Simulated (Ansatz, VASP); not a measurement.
This is a calculation of MgS for Ansatz 0.2.0.

input.yaml

```yaml
crystal:
  lattice:
    - [3.6817301366, 0.0, 0.0]
    - [-1.8408599702, 3.1884720415, 0.0]
    - [0.0, 0.0, 3.3700854774]
  atoms:
    - { symbol: Mg, position: [0.0, 0.0, 0.5] }
    - { symbol: S, position: [0.66667, 0.33333, 0.0] }
hamiltonian:
  xc: pbe
  pseudopotentials: { kind: paw }
kpoints:
  mp_grid: { grid: [9, 9, 8] }
scf:
  occupations: { method: fermi_dirac, width: 0.05 }
output:
  forces: true
  stress: true
  eigenvalues: true
```

Potentials or basis: Ansatz PAW.

Launch:

```bash
$ ansatz run input.yaml --threads 1 --pin off --max-ram 3584MiB --backend cpu --events-out ev --progress --plain --runs-dir out
```

Task: Translate it to VASP 6.6.1. Potentials there: VASP PAW PBE potentials, release 64 (Mg_sv, S).

Result: As run (the cutoff follows the program's own potentials):

Contents of INCAR:

```
ALGO = Normal ; EDIFF = 1E-6
ENCUT = 840 ; GGA = PE
GGA_COMPAT = False ; ISIF = 2
ISMEAR = -1 ; LASPH = True
LCHARG = True ; LELF = True
LREAL = False ; LVHAR = True
LWAVE = False ; NBANDS = 15
NELM = 120 ; PREC = Accurate
SIGMA = 0.05
```

File KPOINTS:

```
k-points
0
Gamma
  9 9 8
```

Contents of POSCAR:

```
MgS
1.0
    3.6817301366      0.0000000000      0.0000000000
   -1.8408599702      3.1884720415      0.0000000000
    0.0000000000      0.0000000000      3.3700854774
Mg S
1 1
Direct
    0.0000000000      0.0000000000      0.5000000000
    0.6666700000      0.3333300000      0.0000000000
```

Potentials or basis: VASP PAW PBE potentials, release 64 (Mg_sv, S).

Command:

```sh
$ cat potpaw_PBE.64/Mg_sv/POTCAR potpaw_PBE.64/S/POTCAR > POTCAR
$ mpirun -np 1 vasp_std > vasp.out
```

Both were run:

|  | VASP | Ansatz | Ansatz less VASP |
| --- | --- | --- | --- |
| gap on the k mesh at the Fermi level (eV) | 1.35 | 1.35 | -0.001 |
| least direct gap on the mesh (eV) | 2.22 | 2.22 | -0.003 |
| pressure (GPa) | -3.7 | -3.6 | +0.14 |
| traceless stress, the component that is largest in VASP (GPa) | -0.74 | -0.75 | -0.014 |

With one functional, cell and mesh, what is left measures potentials, basis and numerics.

Noted on Ansatz's run: odd divisions of the mesh miss points on the zone boundary, where band edges often lie, so the gap on the mesh can be too wide.
